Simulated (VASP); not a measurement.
# BaTiO3 in VASP: notebook, part 2 of 2

VASP 6.6.1.

### 3 Single point, PBE (equal xy, yz and zx shear strains of +3 %)

The input, INCAR:

```
ALGO = Normal
EDIFF = 1E-6
ENCUT = 520
GGA = PE
ISIF = 2
ISMEAR = -1
LASPH = True
LCHARG = False
LREAL = False
LWAVE = False
NBANDS = 28
NELM = 100
PREC = Accurate
SIGMA = 0.05
```

The input, KPOINTS:

```
k-points
0
Gamma
  8 8 8
```

The input, POSCAR:

```
BaTiO3
1.0
    3.9841000000      0.0597615000      0.0597615000
    0.0852427500      2.8797370000      2.8883557500
    0.0001312500     -2.7943630000      2.8032442500
Ba Ti O
1 1 3
Direct
    0.0000000000      0.0000000000      0.0000000000
    0.5000000000      0.5079000000      0.5079000000
    0.0000000000      0.4921000000      0.4921000000
    0.5000000000      0.5025100000      0.9937100000
    0.5000000000      0.9937100000      0.5025100000
```

Potentials or basis: VASP PAW PBE potentials, release 64 (Ba_sv, Ti_sv, O).

On the command line:

```console
> cat potpaw_PBE.64/Ba_sv/POTCAR potpaw_PBE.64/Ti_sv/POTCAR potpaw_PBE.64/O/POTCAR > POTCAR
> mpirun -np 1 vasp_std > vasp.out
```

OUTCAR:

```text
EDIFF = 1E-6
   ENCUT = 520
   GGA = PE
   ISIF = 2
   ISMEAR = -1
   LASPH = True
   LREAL = False
   NELM = 100
   PREC = Accurate

 ion  position               nearest neighbor table
   1  0.000  0.000  0.000-   4 2.78   4 2.80   5 2.80   3 2.80   5 2.80   5 2.81   5 2.82   3 2.84
                             3 2.84   3 2.89   4 2.90   4 2.92   2 3.39   2 3.42   2 3.42   2 3.46
   2  0.500  0.508  0.508-   4 1.92   5 1.98   3 1.99   3 2.00   4 2.04   5 2.10   1 3.39   1 3.42
                             1 3.42   1 3.46   1 3.49   1 3.51   1 3.52   1 3.56
   3  0.000  0.492  0.492-   2 1.99   2 2.00   1 2.80   1 2.84   1 2.84   1 2.89
   4  0.500  0.503  0.994-   2 1.92   2 2.04   1 2.78   1 2.80   1 2.90   1 2.92
   5  0.500  0.994  0.503-   2 1.98   2 2.10   1 2.80   1 2.80   1 2.81   1 2.82

  LATTYP: Found a triclinic cell.
 ALAT       =     5.8216490076
 B/A-ratio  =     0.6845133254
 C/A-ratio  =     0.6798951678
 COS(alpha) =     0.0000668019
 COS(beta)  =     0.0022046423
 COS(gamma) =     0.7140110686

  Lattice vectors:

 A1 = (  -4.0693427500,  -2.9394985000,  -2.9481172500)
 A2 = (  -3.9841000000,  -0.0597615000,  -0.0597615000)
 A3 = (  -0.0001312500,   2.7943630000,  -2.8032442500)

Analysis of symmetry for initial positions (statically):
=====================================================================
 Subroutine PRICEL returns:
 Original cell was already a primitive cell.

 Routine SETGRP: Setting up the symmetry group for a
 triclinic supercell.

 Subroutine GETGRP returns: Found  1 space group operations
 (whereof  1 operations were pure point group operations)
 out of a pool of  2 trial point group operations.

The static configuration has the point symmetry C_1 .

Analysis of symmetry for dynamics (positions and initial velocities):
=====================================================================
 Subroutine PRICEL returns:
 Original cell was already a primitive cell.

 Routine SETGRP: Setting up the symmetry group for a
 triclinic supercell.

 Subroutine GETGRP returns: Found  1 space group operations
 (whereof  1 operations were pure point group operations)
 out of a pool of  2 trial point group operations.

The dynamic configuration has the point symmetry C_1 .

 Subroutine INISYM returns: Found  1 space group operations
 (whereof  1 operations are pure point group operations),
 and found     1 'primitive' translations

----------------------------------------------------------------------------------------

                                     Primitive cell

  volume of cell :      64.2897

  direct lattice vectors                    reciprocal lattice vectors
     3.984100000  0.059761500  0.059761500     0.251109045 -0.003710971 -0.003710971
     0.085242750  2.879737000  2.888355750    -0.005203345  0.173719907  0.173169771
     0.000131250 -2.794363000  2.803244250     0.000008012 -0.178915241  0.178381128

  length of vectors
     3.984996322  4.079552727  3.958111029     0.251163881  0.245343536  0.252646967

  position of ions in fractional coordinates (direct lattice)
     0.000000000  0.000000000  0.000000000
     0.500000000  0.507900000  0.507900000
     0.000000000  0.492100000  0.492100000
     0.500000000  0.502510000  0.993710000
     0.500000000  0.993710000  0.502510000

[... 36 lines left out ...]
  0.000000  0.000000  0.000000      1.000000
  0.125000  0.000000  0.000000      2.000000
  0.250000  0.000000  0.000000      2.000000
  0.375000  0.000000  0.000000      2.000000
  0.500000  0.000000  0.000000      1.000000
 -0.000000  0.125000 -0.000000      2.000000
[... 16 lines left out ...]
  0.125000  0.375000 -0.000000      2.000000
  0.250000  0.375000 -0.000000      2.000000
 [... further k-points ...]
   k-points           NKPTS =    260   k-points in BZ     NKDIM =    260   number of bands    NBANDS=     28
   number of dos      NEDOS =    301   number of ions     NIONS =      5
   total plane-waves  NPLWV =  27000
   dimension x,y,z NGX =    30 NGY =   30 NGZ =   30
   dimension x,y,z NGXF=    60 NGYF=   60 NGZF=   60
   ions per type =               1   1   3
   NGX,Y,Z   is equivalent  to a cutoff of  12.52, 12.23, 12.60 a.u.
   NGXF,Y,Z  is equivalent  to a cutoff of  25.03, 24.45, 25.20 a.u.
 SYSTEM =  unknown system
   PREC   = accura    normal or accurate (medium, high low for compatibility)
   ISTART =      0    job   : 0-new  1-cont  2-samecut
   ICHARG =      2    charge: 1-file 2-atom 10-const
   ISPIN  =      1    spin polarized calculation?
   LNONCOLLINEAR =      F non collinear calculations
   LSORBIT =      F    spin-orbit coupling
   LASPH  =      T    aspherical Exc in radial PAW
   ENCUT  =  520.0 eV  38.22 Ry    6.18 a.u.   7.41  7.59  7.36*2*pi/ulx,y,z
   NELM   =    100;   NELMIN=  2; NELMDL= -5     # of ELM steps
   EDIFF  = 0.1E-05   stopping-criterion for ELM
   LREAL  =      F    real-space projection
   EDIFFG = 0.1E-04   stopping-criterion for IOM
   NSW    =      0    number of steps for IOM
   IBRION =     -1    ionic relax: 0-MD 1-quasi-New 2-CG
   NFREE  =      0    steps in history (QN), initial steepest desc. (CG)
   ISIF   =      2    stress and relaxation
   ISYM   =      2    0-nonsym 1-usesym 2-fastsym
   POTIM  = 0.5000    time-step for ionic-motion
   TEBEG  =    0.0;   TEEND  =   0.0 temperature during run
   PSTRESS=    0.0 pullay stress
   NELECT =      40.0000    total number of electrons
   NUPDOWN=      -1.0000    fix difference up-down
   EMIN   =  10.00;   EMAX   =-10.00  energy-range for DOS
   EFERMI =   0.00;   METHOD = LEGACY
   ISMEAR =    -1;   SIGMA  =   0.05  broadening in eV -4-tet -1-fermi 0-gaus
   EFERMI_NEDOS =   21; number of points for ismear=-14 and -15
   IALGO  =     38    algorithm
   IMIX   =      4    mixing-type and parameters
     AMIX     =   0.40;   BMIX     =  1.00
     AMIX_MAG =   1.60;   BMIX_MAG =  1.00
  volume/ion in A,a.u.               =      12.86        86.77
  Fermi-wavevector in a.u.,A,eV,Ry     =   1.397594  2.641070 26.575843  1.953269
  Thomas-Fermi vector in A             =   2.520835
   LORBIT       =      0    0 simple, 1 ext, 2 COOP (PROOUT), +10 PAW based schemes
   GGA     = PE    functional components
   LHFCALC =     F    Hartree Fock is set to
   AEXX    =    0.0000 exact exchange contribution
   IVDW    =     0    specifies the selected vdW correction
   LEPSILON=     F    determine dielectric tensor
   LRPA    =     F    only Hartree local field effects (RPA)
 non-spin polarized calculation
  energy-cutoff  :      520.00
  volume of cell :       64.29
 maximum number of plane-waves:      1753
 NGX is ok and might be reduce to    30
   NGX = 15   NGY = 15   NGZ = 15

 number of electron      39.9999991 magnetization

 Free energy of the ion-electron system (eV)
  ---------------------------------------------------
  ext. energy  EPLUGINS =         0.00000000
  ---------------------------------------------------
  free energy    TOTEN  =       -39.91241104 eV

  energy without entropy =      -39.91241103  energy(sigma->0) =      -39.91241104

 E-fermi :   4.7387     XC(G=0): -11.2429

 val. band max:        3.8665329954   @ k =   0.5000   0.5000   0.5000
 cond. band min:       5.5601398398   @ k =   0.0000   0.0000   0.0000
 fundamental gap:      1.6936068444
 Fermi energy:         4.7386760162

 k-point     1 :       0.0000    0.0000    0.0000
  band No.  band energies     occupation
      1     -52.7966      2.00000
      2     -29.0270      2.00000
      3     -29.0219      2.00000
      4     -28.9890      2.00000
      5     -21.0127      2.00000
      6     -13.0932      2.00000
[... 733 lines left out ...]
     27      11.9634      0.00000
     28      12.3063      0.00000

 [... further k-points ...]

------------------------ aborting loop because EDIFF is reached ----------------------------------------

  FORCE on cell =-STRESS in cart. coord.  units (eV):
  Direction    XX          YY          ZZ          XY          YZ          ZX
  --------------------------------------------------------------------------------------
  -------------------------------------------------------------------------------------
  Total        1.8743949      1.6541708      1.3672665     -1.4726363     -1.1370547     -1.4730591
  in kB       46.7122084     41.2239555     34.0739485    -36.6998928    -28.3367919    -36.7104302
  external PRESSURE =      40.6700375 kB  Pullay stress =       0.0000000 kB

 VOLUME and BASIS-vectors are now :
 -----------------------------------------------------------------------------
  energy-cutoff  :      520.00
  volume of cell :       64.29
      direct lattice vectors                 reciprocal lattice vectors
     3.984100000  0.059761500  0.059761500     0.251109045 -0.003710971 -0.003710971
     0.085242750  2.879737000  2.888355750    -0.005203345  0.173719907  0.173169771
     0.000131250 -2.794363000  2.803244250     0.000008012 -0.178915241  0.178381128

 POSITION                                       TOTAL-FORCE (eV/Angst)
 -----------------------------------------------------------------------------------
      0.00000      0.00000      0.00000        -0.023245      0.002660      0.089058
      2.03541      0.07324      2.92064         0.045817      0.111325      0.171781
      0.04201      0.04201      2.80084         0.005027      0.007027      0.095961
      2.03502     -1.29981      4.26692        -0.007429     -0.066642     -0.124274
      2.07682      1.48731      4.30873        -0.020170     -0.054371     -0.232526
 -----------------------------------------------------------------------------------
    total drift:                                0.000065     -0.000477      0.000198

  FREE ENERGIE OF THE ION-ELECTRON SYSTEM (eV)
  ---------------------------------------------------
  free  energy   TOTEN  =       -39.9124110361 eV

  energy  without entropy=      -39.9124110345  energy(sigma->0) =      -39.91241104
```

stdout:

```text
POSCAR found type information on POSCAR BaTiO
 POSCAR found :  3 types and       5 ions
 scaLAPACK will be used
 LDA part: xc-table for (Slater+PW92), standard interpolation
 POSCAR, INCAR and KPOINTS ok, starting setup
 FFT: planning ... GRIDC
 FFT: planning ... GRID_SOFT
 FFT: planning ... GRID
 WAVECAR not read
 entering main loop
```

Run time: 3.9 min. Hardware: 1 thread of Intel Xeon 6975P-C (Granite Rapids), shared host; peak memory 0.52 GiB.

What came out:

- Free energy: -39.9124 eV
- Pressure: 4.1 GPa
- Largest force: 0.240 eV/Å
- Band gap on the k mesh: 1.69 eV, indirect (least direct gap 1.84 eV)

Forces on the atoms (eV/Å):
```
Ba  -0.023  0.003  0.089
Ti   0.046  0.111  0.172
O    0.005  0.007  0.096
O   -0.007 -0.067 -0.124
O   -0.020 -0.054 -0.233
```

Stress tensor (GPa, compression positive):
```
 4.67 -3.67 -3.67
-3.67  4.12 -2.83
-3.67 -2.83  3.41
```

Levels at points of the mesh, in eV from the valence-band top:
```tsv
k point	band 18	band 19	band 20	band 21	band 22	band 23
(0.00, 0.00, 0.00)	-0.39	-0.23	-0.14	1.69	1.76	1.88
(0.50, 0.00, 0.00)	-1.84	-0.84	-0.79	1.92	3.46	3.50
(0.00, 0.50, 0.00)	-1.65	-0.79	-0.77	1.95	3.31	3.32
(0.50, 0.50, 0.00)	-1.11	-0.98	-0.16	3.31	3.51	3.79
(0.00, 0.00, 0.50)	-1.83	-0.99	-0.61	1.93	3.53	3.60
(0.50, 0.00, 0.50)	-0.79	-0.79	-0.09	3.47	3.56	3.96
(0.00, 0.50, 0.50)	-0.97	-0.95	-0.19	3.31	3.58	3.86
(0.50, 0.50, 0.50)	-0.10	-0.05	0.00	4.04	4.09	4.21
```

Caveat: the cell differs from its parent crystal (equal xy, yz and zx shear strains of +3 %); spin-orbit coupling is left out, which moves the levels of the heavy elements. A k mesh can miss the band edges.
